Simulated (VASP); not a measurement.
Crystal: Cr2O3.

```
Cr O
1.0
     2.47900    1.43125    4.53000
    -2.47900    1.43125    4.53000
     0.00000   -2.86250    4.53000
Cr O
4 6
Direct
  0.35180 0.35180 0.35180
  0.14820 0.14820 0.14820
  0.64820 0.64820 0.64820
  0.85180 0.85180 0.85180
  0.56940 0.93060 0.25000
  0.25000 0.56940 0.93060
  0.93060 0.25000 0.56940
  0.43060 0.06940 0.75000
  0.75000 0.43060 0.06940
  0.06940 0.75000 0.43060
```

Base run:

* Program: VASP 6.6.1
* Functional: PBE
* Potentials or basis: VASP PAW PBE potentials, release 64 (Cr_pv, O)
* Cutoff: 520 eV
* k mesh: 4 × 4 × 4
* Occupations: gaussian, width 0.02 eV
* Spin: collinear spin, ferromagnetic start
* Starting moments: [3.0, 3.0, 3.0, 3.0, 0.0, 0.0, 0.0, 0.0, 0.0, 0.0] μB

Its results: band gap on the k mesh 0.68 eV (least direct gap 0.86 eV); pressure 8.0 GPa; net moment 12.00 μB per cell; site moments Cr +2.86; O +0.00 μB; largest force 1.332 eV/Å.

The run is repeated on the same cell with these changes: spin from collinear spin, ferromagnetic start to collinear spin, antiferromagnetic start; moments at the start from [3.0, 3.0, 3.0, 3.0, 0.0, 0.0, 0.0, 0.0, to [3.0, 3.0, -3.0, -3.0, 0.0, 0.0, 0.0, 0.. What comes out?

Band gap on the k mesh 0.79 eV (least direct gap 0.92 eV); pressure 3.8 GPa; net moment 0.00 μB per cell; site moments Cr +2.63, -2.63 (each value once); O -0.01, +0.01 (each value once) μB; largest force 1.237 eV/Å.

Caveats: the cell stands under pressure; forces of over 1 eV/Å act on the atoms, so gaps and moduli don't describe the material at rest.

A k mesh can miss the band edges.
